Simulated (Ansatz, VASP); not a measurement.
# Two plane-wave programs on C

```
CELL_PARAMETERS angstrom
2.57157 0.00000 0.00000
-1.28578 2.22704 0.00000
0.00000 0.00000 12.59803
ATOMIC_POSITIONS crystal
C 0.66667 0.33333 0.35417
C 0.33333 0.66667 0.85417
C 0.66667 0.33333 0.14583
C 0.33333 0.66667 0.64583
C 0.66667 0.33333 0.47917
C 0.33333 0.66667 0.97917
C 0.66667 0.33333 0.02083
C 0.33333 0.66667 0.52083
C 0.00000 0.00000 0.81250
C 0.00000 0.00000 0.31250
C 0.00000 0.00000 0.68750
C 0.00000 0.00000 0.18750
```

Alike in both runs: task single point; functional PBE; k mesh 12 × 12 × 3; occupations fermi-dirac, width 0.05 eV; no spin polarisation.

|  | VASP | Ansatz |
| --- | --- | --- |
| version | VASP 6.6.1 | Ansatz 0.2.0 |
| potentials or method | VASP PAW PBE potentials, release 64 (C) | Ansatz PAW |
| plane-wave cutoff (eV) | 520 | 420 |
| valence electrons in the cell | 48 | 48 |

|  | VASP | Ansatz | Ansatz less VASP |
| --- | --- | --- | --- |
| gap on the k mesh at the Fermi level (eV) | 4.23 | 4.24 | +0.010 |
| least direct gap on the mesh (eV) | 5.16 | 5.17 | +0.009 |
| pressure (GPa) | -20.5 | -21.0 | -0.45 |
| traceless stress, the component that is largest in VASP (GPa) | 4.67 | 4.67 | +0.001 |
| rms of the force components (eV/Å) | 0.136 | 0.136 | -0.0003 |

Atom by atom the forces differ by 0.000 eV/Å (rms over components). With one functional, cell and mesh, what is left measures potentials, basis and numerics.

Noted on Ansatz's run: Pulay correction over one GPa; odd divisions of the mesh miss points on the zone boundary, where band edges often lie, so the gap on the mesh can be too wide.
